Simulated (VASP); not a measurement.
Here is a VASP 6.6.1 calculation.

File INCAR:

```
PREC = Accurate ; ENCUT = 500
EDIFF = 1E-6 ; ISMEAR = 0
SIGMA = 0.014 ; LREAL = False
LASPH = True ; NELM = 120
ALGO = Normal ; ISIF = 2
LWAVE = False ; LCHARG = False
GGA = PE ; NBANDS = 11
GGA_COMPAT = False
```

Contents of KPOINTS:

```
regular mesh
0
Gamma
  4 4 4
```

Contents of POSCAR:

```
AlP
1.0
    0.0000000000      2.7364837130      2.7364837130
    2.7364837130      0.0000000000      2.7364837130
    2.7364837130      2.7364837130      0.0000000000
Al P
1 1
Direct
    0.0000000000      0.0000000000      0.0000000000
    0.7500000000      0.7500000000      0.7500000000
```

Potentials or basis: VASP PAW PBE potentials, release 64 (Al, P).

The run is started by

```console
$ cat potpaw_PBE.64/Al/POTCAR potpaw_PBE.64/P/POTCAR > POTCAR
$ mpirun -np 1 vasp_std > vasp.out
```

(1) Predict the pressure.

(2) Estimate the band gap on the k mesh.

Answers

(1) 1.9 GPa.

(2) 1.57 eV, indirect (least direct gap 3.24 eV).

Caveat: the k points lie up to 0.50 Å⁻¹ apart.
